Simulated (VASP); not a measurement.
# Si (P1) in VASP: single point with r2SCAN

Aim: the single point of Si with r2SCAN.

Everything below comes from runs of VASP 6.6.1. Logs are shortened: lines on timing, memory, paths and dates and some standing lists are left out, and cuts for length are marked.

## (1) The cell of the first run

The typed cell holds 4 atoms: a = 3.811 Å, b = 3.853 Å, c = 6.284 Å, α = 92.06°, β = 88.10°, γ = 119.31°.

## (2) Single point, r2SCAN (atoms moved at random and the cell strained at random)

POSCAR reads:

```
Si
1.0
    3.8100731363      0.0112833125      0.0631845810
   -1.8952649329      3.3543189284     -0.0689686222
    0.1045706724     -0.0714273989      6.2829244983
Si
4
Direct
    0.3415750985      0.6844752036      0.0629501279
    0.6687353501      0.3438969337      0.5594210993
    0.3218142337      0.6404208090      0.4417025094
    0.6678753177      0.3312070537      0.9359262635
```

INCAR.step1 reads:

```
SYSTEM = Si
ALGO = Normal
EDIFF = 1E-4
ENCUT = 520
GGA = PE
ISMEAR = 0
LASPH = .TRUE.
LCHARG = .FALSE.
LREAL = .FALSE.
LWAVE = .TRUE.
NBANDS = 16
NELM = 80
PREC = Accurate
SIGMA = 0.05
```

INCAR.step2 reads:

```
SYSTEM = Si
ALGO = Normal
EDIFF = 1E-6
ENCUT = 520
ISIF = 2
ISMEAR = 0
ISTART = 1
LASPH = .TRUE.
LCHARG = .FALSE.
LMIXTAU = .TRUE.
LREAL = .FALSE.
LWAVE = .FALSE.
METAGGA = R2SCAN
NBANDS = 16
NELM = 80
PREC = Accurate
SIGMA = 0.05
```

KPOINTS reads:

```
k-points
0
G
  12 12 4
  0 0 0
```

Potentials or basis: VASP PAW PBE potentials, release 64 (Si).

Command:

```
$ cat potpaw_PBE.64/Si/POTCAR > POTCAR
$ cp INCAR.step1 INCAR
$ mpirun -np 1 vasp_std > vasp.out
$ cp INCAR.step2 INCAR
$ mpirun -np 1 vasp_std > vasp.out
```

OUTCAR:

```text
SYSTEM = Si
   EDIFF = 1E-6
   ENCUT = 520
   ISIF = 2
   ISMEAR = 0
   ISTART = 1
   LASPH = .TRUE.
   LREAL = .FALSE.
   METAGGA = R2SCAN
   NELM = 80
   PREC = Accurate

 ion  position               nearest neighbor table
   1  0.342  0.684  0.063-   4 2.33   4 2.36   3 2.39   4 2.39
   2  0.669  0.344  0.559-   3 2.28   3 2.28   4 2.37   3 2.46
   3  0.322  0.640  0.442-   2 2.28   2 2.28   1 2.39   2 2.46
   4  0.668  0.331  0.936-   1 2.33   1 2.36   2 2.37   1 2.39

  LATTYP: Found a triclinic cell.
 ALAT       =     3.8533415771
 B/A-ratio  =     1.0048896713
 C/A-ratio  =     1.6308444169
 COS(alpha) =     0.0031439739
 COS(beta)  =     0.0359734827
 COS(gamma) =     0.5134182228

  Lattice vectors:

 A1 = (  -1.8952649329,   3.3543189284,  -0.0689686222)
 A2 = (   1.9148082034,   3.3656022409,  -0.0057840412)
 A3 = (  -0.1045706724,   0.0714273989,  -6.2829244983)

Analysis of symmetry for initial positions (statically):
=====================================================================
 Subroutine PRICEL returns:
 Original cell was already a primitive cell.

 Routine SETGRP: Setting up the symmetry group for a
 triclinic supercell.

 Subroutine GETGRP returns: Found  1 space group operations
 (whereof  1 operations were pure point group operations)
 out of a pool of  2 trial point group operations.

The static configuration has the point symmetry C_1 .

Analysis of symmetry for dynamics (positions and initial velocities):
=====================================================================
 Subroutine PRICEL returns:
 Original cell was already a primitive cell.

 Routine SETGRP: Setting up the symmetry group for a
 triclinic supercell.

 Subroutine GETGRP returns: Found  1 space group operations
 (whereof  1 operations were pure point group operations)
 out of a pool of  2 trial point group operations.

The dynamic configuration has the point symmetry C_1 .

 Subroutine INISYM returns: Found  1 space group operations
 (whereof  1 operations are pure point group operations),
 and found     1 'primitive' translations

----------------------------------------------------------------------------------------

                                     Primitive cell

  volume of cell :      80.3989

  direct lattice vectors                    reciprocal lattice vectors
     3.810073136  0.011283312  0.063184581     0.262068230  0.148019306 -0.002679010
    -1.895264933  3.354318928 -0.068968622    -0.000937889  0.297663084  0.003399591
     0.104570672 -0.071427399  6.282924498    -0.002645799  0.001778929  0.159225809

  length of vectors
     3.810613718  3.853341577  6.284200598     0.300992773  0.297683974  0.159257726

  position of ions in fractional coordinates (direct lattice)
     0.341575099  0.684475204  0.062950128
     0.668735350  0.343896934  0.559421099
     0.321814234  0.640420809  0.441702509
     0.667875318  0.331207054  0.935926264

  ion indices of the primitive-cell ions
   primitive index   ion index
                 1           1
                 2           2
                 3           3
                 4           4

----------------------------------------------------------------------------------------

 KPOINTS: k-points

Automatic generation of k-mesh.
 Grid dimensions read from file:
 generate k-points for:   12   12    4

 Generating k-lattice:

  Cartesian coordinates                     Fractional coordinates (reciprocal lattice)
     0.021839019  0.012334942 -0.000223251     0.083333333  0.000000000  0.000000000
    -0.000078157  0.024805257  0.000283299     0.000000000  0.083333333 -0.000000000
    -0.000661450  0.000444732  0.039806452    -0.000000000  0.000000000  0.250000000

  Length of vectors
     0.025082731  0.024806998  0.039814431

  Shift w.r.t. Gamma in fractional coordinates (k-lattice)
     0.000000000  0.000000000  0.000000000

 Subroutine IBZKPT returns following result:
 ===========================================

 Found    292 irreducible k-points:

 Following reciprocal coordinates:
            Coordinates               Weight
  0.000000  0.000000  0.000000      1.000000
  0.083333  0.000000  0.000000      2.000000
  0.166667  0.000000  0.000000      2.000000
  0.250000 -0.000000  0.000000      2.000000
  0.333333 -0.000000  0.000000      2.000000
  0.416667 -0.000000  0.000000      2.000000
[... 16 lines left out ...]
  0.250000  0.166667  0.000000      2.000000
  0.333333  0.166667  0.000000      2.000000
 [... further k-points ...]
   k-points           NKPTS =    292   k-points in BZ     NKDIM =    292   number of bands    NBANDS=     16
   number of dos      NEDOS =    301   number of ions     NIONS =      4
   total plane-waves  NPLWV =  40320
   dimension x,y,z NGX =    28 NGY =   30 NGZ =   48
   dimension x,y,z NGXF=    56 NGYF=   60 NGZF=   96
   ions per type =               4
   NGX,Y,Z   is equivalent  to a cutoff of  12.22, 12.94, 12.70 a.u.
   NGXF,Y,Z  is equivalent  to a cutoff of  24.43, 25.89, 25.40 a.u.
 SYSTEM =  Si
   PREC   = accura    normal or accurate (medium, high low for compatibility)
   ISTART =      1    job   : 0-new  1-cont  2-samecut
   ICHARG =      0    charge: 1-file 2-atom 10-const
   ISPIN  =      1    spin polarized calculation?
   LNONCOLLINEAR =      F non collinear calculations
   LSORBIT =      F    spin-orbit coupling
   LASPH  =      T    aspherical Exc in radial PAW
   ENCUT  =  520.0 eV  38.22 Ry    6.18 a.u.   7.09  7.16 11.68*2*pi/ulx,y,z
   NELM   =     80;   NELMIN=  2; NELMDL=  0     # of ELM steps
   EDIFF  = 0.1E-05   stopping-criterion for ELM
   LREAL  =      F    real-space projection
   EDIFFG = 0.1E-04   stopping-criterion for IOM
   NSW    =      0    number of steps for IOM
   IBRION =     -1    ionic relax: 0-MD 1-quasi-New 2-CG
   NFREE  =      0    steps in history (QN), initial steepest desc. (CG)
   ISIF   =      2    stress and relaxation
   ISYM   =      2    0-nonsym 1-usesym 2-fastsym
   POTIM  = 0.5000    time-step for ionic-motion
   TEBEG  =    0.0;   TEEND  =   0.0 temperature during run
   PSTRESS=    0.0 pullay stress
   NELECT =      16.0000    total number of electrons
   NUPDOWN=      -1.0000    fix difference up-down
   EMIN   =  10.00;   EMAX   =-10.00  energy-range for DOS
   EFERMI =   0.00;   METHOD = LEGACY
   ISMEAR =     0;   SIGMA  =   0.05  broadening in eV -4-tet -1-fermi 0-gaus
   EFERMI_NEDOS =   21; number of points for ismear=-14 and -15
   IALGO  =     38    algorithm
   IMIX   =      4    mixing-type and parameters
     AMIX     =   0.40;   BMIX     =  1.00
     AMIX_MAG =   1.60;   BMIX_MAG =  1.00
  volume/ion in A,a.u.               =      20.10       135.64
  Fermi-wavevector in a.u.,A,eV,Ry     =   0.955795  1.806191 12.429520  0.913544
  Thomas-Fermi vector in A             =   2.084665
   LORBIT       =      0    0 simple, 1 ext, 2 COOP (PROOUT), +10 PAW based schemes
   METAGGA = R2SCAN    functional components
   LHFCALC =     F    Hartree Fock is set to
   AEXX    =    0.0000 exact exchange contribution
   IVDW    =     0    specifies the selected vdW correction
   LEPSILON=     F    determine dielectric tensor
   LRPA    =     F    only Hartree local field effects (RPA)
 non-spin polarized calculation
 Gauss-broadening in eV      SIGMA  =   0.05
  energy-cutoff  :      520.00
  volume of cell :       80.40
 maximum number of plane-waves:      2185
   NGX = 15   NGY = 15   NGZ = 23

 number of electron      16.0000000 magnetization

 Free energy of the ion-electron system (eV)
  ---------------------------------------------------
  ext. energy  EPLUGINS =         0.00000000
  ---------------------------------------------------
  free energy    TOTEN  =       -34.88850613 eV

  energy without entropy =      -34.88848757  energy(sigma->0) =      -34.88849685

 E-fermi :   6.3423     XC(G=0):  -9.8384

 val. band max:        6.2776933604   @ k =   0.0000   0.0000   0.0000
 cond. band min:       6.4070530324   @ k =   0.5000   0.5000   0.0000
 fundamental gap:      0.1293596720
 Fermi energy:         6.3422749204

 k-point     1 :       0.0000    0.0000    0.0000
  band No.  band energies     occupation
      1      -6.8279      2.00000
      2      -4.3852      2.00000
      3      -1.4753      2.00000
      4       4.1174      2.00000
      5       4.3228      2.00000
      6       5.4899      2.00000
[... 8 lines left out ...]
     15      10.5848      0.00000
     16      12.2660      0.00000

 k-point     2 :       0.0833    0.0000    0.0000
  band No.  band energies     occupation
      1      -6.7427      2.00000
      2      -4.2987      2.00000
      3      -1.4301      2.00000
      4       3.4938      2.00000
      5       4.0999      2.00000
      6       5.2971      2.00000
[... 8 lines left out ...]
     15      10.7983      0.00000
     16      11.8179      0.00000

 k-point     3 :       0.1667    0.0000    0.0000
  band No.  band energies     occupation
      1      -6.4891      2.00000
      2      -4.0413      2.00000
      3      -1.3250      2.00000
      4       2.3066      2.00000
      5       3.6323      2.00000
      6       4.1307      2.00000
[... 8 lines left out ...]
     15      11.5370      0.00000
     16      11.9444      0.00000

 k-point     4 :       0.2500   -0.0000    0.0000
  band No.  band energies     occupation
      1      -6.0747      2.00000
      2      -3.6198      2.00000
      3      -1.3043      2.00000
      4       1.2631      2.00000
      5       2.6271      2.00000
      6       3.3615      2.00000
[... 8 lines left out ...]
     15      12.2600      0.00000
     16      12.7110      0.00000
[... 324 lines left out ...]
 k-point    22 :       0.1667    0.1667    0.0000
  band No.  band energies     occupation
      1      -5.8628      2.00000
      2      -3.4019      2.00000
      3      -1.3536      2.00000
      4       1.2531      2.00000
      5       2.1568      2.00000
      6       2.5044      2.00000
[... 8 lines left out ...]
     15      11.4705      0.00000
     16      12.8901      0.00000

 k-point    23 :       0.2500    0.1667    0.0000
  band No.  band energies     occupation
      1      -5.3221      2.00000
      2      -2.8574      2.00000
      3      -1.7495      2.00000
      4       1.0427      2.00000
      5       1.2516      2.00000
      6       1.8497      2.00000
[... 8 lines left out ...]
     15      12.7252      0.00000
     16      13.2305      0.00000

 k-point    24 :       0.3333    0.1667    0.0000
  band No.  band energies     occupation
      1      -4.6914      2.00000
      2      -2.5453      2.00000
      3      -2.1030      2.00000
      4       0.2636      2.00000
      5       1.0744      2.00000
      6       1.7264      2.00000
[... 8 lines left out ...]
     15      12.9752      0.00000
     16      13.0562      0.00000

 [... further k-points ...]

------------------------ aborting loop because EDIFF is reached ----------------------------------------

  FORCE on cell =-STRESS in cart. coord.  units (eV):
  Direction    XX          YY          ZZ          XY          YZ          ZX
  --------------------------------------------------------------------------------------
  -------------------------------------------------------------------------------------
  Total        1.3490801     -1.3189953      0.4515525     -0.2746633     -0.3270634     -0.8891993
  in kB       26.8842567    -26.2847310      8.9984669     -5.4734463     -6.5176687    -17.7198245
  external PRESSURE =       3.1993309 kB  Pullay stress =       0.0000000 kB

 VOLUME and BASIS-vectors are now :
 -----------------------------------------------------------------------------
  energy-cutoff  :      520.00
  volume of cell :       80.40
      direct lattice vectors                 reciprocal lattice vectors
     3.810073136  0.011283312  0.063184581     0.262068230  0.148019306 -0.002679010
    -1.895264933  3.354318928 -0.068968622    -0.000937889  0.297663084  0.003399591
     0.104570672 -0.071427399  6.282924498    -0.002645799  0.001778929  0.159225809

 POSITION                                       TOTAL-FORCE (eV/Angst)
 -----------------------------------------------------------------------------------
      0.01075      2.29531      0.36989        -0.097301     -0.687533      0.103977
      1.95465      1.12113      3.53334         0.105117     -1.492846      0.497900
      0.05856      2.12026      2.75135        -0.099453      1.566251     -0.657655
      2.01480      1.05166      5.89971         0.091637      0.614129      0.055779
 -----------------------------------------------------------------------------------
    total drift:                                0.000039      0.000010      0.000004

  FREE ENERGIE OF THE ION-ELECTRON SYSTEM (eV)
  ---------------------------------------------------
  free  energy   TOTEN  =       -34.8885061316 eV

  energy  without entropy=      -34.8884875700  energy(sigma->0) =      -34.88849685
```

It took 18 min on 1 thread of Oxide Virtual Turin-like, shared host; peak memory 0.35 GiB.

What came out:

- Free energy: -34.8885 eV
- Pressure: 0.3 GPa
- Largest force: 1.702 eV/Å
- Band gap on the k mesh: 0.13 eV (least direct gap 0.83 eV)

Forces on the atoms (eV/Å):
```
Si  -0.097 -0.688  0.104
Si   0.105 -1.493  0.498
Si  -0.099  1.566 -0.658
Si   0.092  0.614  0.056
```

Levels at points of the mesh, in eV from the valence-band top:
```tsv
k point	band 6	band 7	band 8	band 9	band 10	band 11
(0.00, 0.00, 0.00)	-0.79	-0.35	0.00	0.83	1.61	1.98
(0.50, 0.00, 0.00)	-3.61	-3.41	-1.86	0.18	2.23	3.04
(0.00, 0.50, 0.00)	-3.59	-3.27	-1.81	0.28	2.33	2.98
(0.50, 0.50, 0.00)	-3.66	-3.39	-1.90	0.13	2.19	2.99
(0.00, 0.00, 0.50)	-1.47	-1.10	-1.06	1.51	1.80	2.35
(0.50, 0.00, 0.50)	-3.01	-2.63	-2.55	0.80	0.83	1.50
(0.00, 0.50, 0.50)	-2.93	-2.73	-2.62	0.83	1.11	1.22
(0.50, 0.50, 0.50)	-3.07	-2.83	-2.41	0.67	0.74	1.31
```

Caveat: the cell differs from its parent crystal (atoms moved at random and the cell strained at random); the stress differs along the axes, from -3 to 3 GPa; the PAW data sets were made with another functional, which shifts forces and pressure a little. A k mesh can miss the band edges.
